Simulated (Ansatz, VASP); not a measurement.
# Two plane-wave programs on Y2Zn3N4

The input INCAR:

```
SYSTEM = Y2Zn3N4
PREC = Accurate ; ENCUT = 520
EDIFF = 1E-8 ; ISMEAR = -1
SIGMA = 0.02 ; LREAL = Auto
LASPH = .TRUE. ; NELM = 100
ALGO = Normal ; ISIF = 2
LWAVE = .FALSE. ; LCHARG = .FALSE.
GGA = PE ; LEFG = .TRUE.
NBANDS = 93
```

Contents of KPOINTS:

```
Automatic mesh
0
G
  5 5 5
  0 0 0
```

File POSCAR:

```
Y2Zn3N4
1.0
    5.8027544415     -3.5896168198      0.0000000000
    5.8027544415      3.5896168198      0.0000000000
   -0.1899683395      0.0000000000      6.3428503488
Y Zn N
4 6 8
Direct
    0.4861280000      0.2300490000      0.6416420000
    0.7699510000      0.5138720000      0.8583580000
    0.5138720000      0.7699510000      0.3583580000
    0.2300490000      0.4861280000      0.1416420000
    0.2365350000      0.0683460000      0.0299780000
    0.9316540000      0.7634650000      0.4700220000
    0.7634650000      0.9316540000      0.9700220000
    0.0683460000      0.2365350000      0.5299780000
    0.2608805000      0.7391195000      0.7500000000
    0.7391195000      0.2608805000      0.2500000000
    0.3127830000      0.1540390000      0.3319300000
    0.8459610000      0.6872170000      0.1680700000
    0.6872170000      0.8459610000      0.6680700000
    0.1540390000      0.3127830000      0.8319300000
    0.6490670000      0.2521130000      0.9758150000
    0.7478870000      0.3509330000      0.5241850000
    0.3509330000      0.7478870000      0.0241850000
    0.2521130000      0.6490670000      0.4758150000
```

Input for Ansatz:

```yaml
crystal:
  lattice:
    - [5.8027544415, -3.5896168198, 0.0]
    - [5.8027544415, 3.5896168198, 0.0]
    - [-0.1899683395, 0.0, 6.3428503488]
  atoms:
    - { symbol: "Y", position: [0.486128, 0.230049, 0.641642] }
    - { symbol: "Y", position: [0.769951, 0.513872, 0.858358] }
    - { symbol: "Y", position: [0.513872, 0.769951, 0.358358] }
    - { symbol: "Y", position: [0.230049, 0.486128, 0.141642] }
    - { symbol: Zn, position: [0.236535, 0.068346, 0.029978] }
    - { symbol: Zn, position: [0.931654, 0.763465, 0.470022] }
    - { symbol: Zn, position: [0.763465, 0.931654, 0.970022] }
    - { symbol: Zn, position: [0.068346, 0.236535, 0.529978] }
    - { symbol: Zn, position: [0.2608805, 0.7391195, 0.75] }
    - { symbol: Zn, position: [0.7391195, 0.2608805, 0.25] }
    - { symbol: "N", position: [0.312783, 0.154039, 0.33193] }
    - { symbol: "N", position: [0.845961, 0.687217, 0.16807] }
    - { symbol: "N", position: [0.687217, 0.845961, 0.66807] }
    - { symbol: "N", position: [0.154039, 0.312783, 0.83193] }
    - { symbol: "N", position: [0.649067, 0.252113, 0.975815] }
    - { symbol: "N", position: [0.747887, 0.350933, 0.524185] }
    - { symbol: "N", position: [0.350933, 0.747887, 0.024185] }
    - { symbol: "N", position: [0.252113, 0.649067, 0.475815] }
kpoints:
  mp_grid: { grid: [5, 5, 5] }
scf:
  occupations: { method: fermi_dirac, width: 0.02 }
hamiltonian:
  xc: pbe
  pseudopotentials: { kind: paw }
output:
  forces: true
  stress: true
  populations: true
  efg:
    quadrupole_moments_barn: { Zn: 0.122, "N": 0.02044 }
    contact_densities: true
  write_density: true
  write_potential: true
  elf: true
  volumetric_format: npy
```

Alike in both runs: task electric field gradients; functional PBE; k mesh 5 × 5 × 5; occupations fermi-dirac, width 0.02 eV; no spin polarisation.

|  | VASP | Ansatz |
| --- | --- | --- |
| version | VASP 6.6.1 | Ansatz 0.2.0 |
| potentials or method | VASP PAW PBE potentials, release 64 (Y_sv, Zn, N) | plane-wave PAW, scalar-relativistic |
| plane-wave cutoff (eV) | 520 | 420 |
| valence electrons in the cell | 156 | 156 |

|  | VASP | Ansatz | Ansatz less VASP |
| --- | --- | --- | --- |
| gap on the k mesh at the Fermi level (eV) | 1.35 | 1.35 | +0.002 |
| pressure (GPa) | -1.1 | -1.5 | -0.35 |
| traceless stress, the component that is largest in VASP (GPa) | -0.16 | -0.45 | -0.287 |
| rms of the force components (eV/Å) | 0.024 | 0.032 | +0.0079 |
| size of Vzz on the site where it differs most (V/Å²) | 147.5 | 151.3 | +3.82 |

Atom by atom the forces differ by 0.037 eV/Å (rms over components).
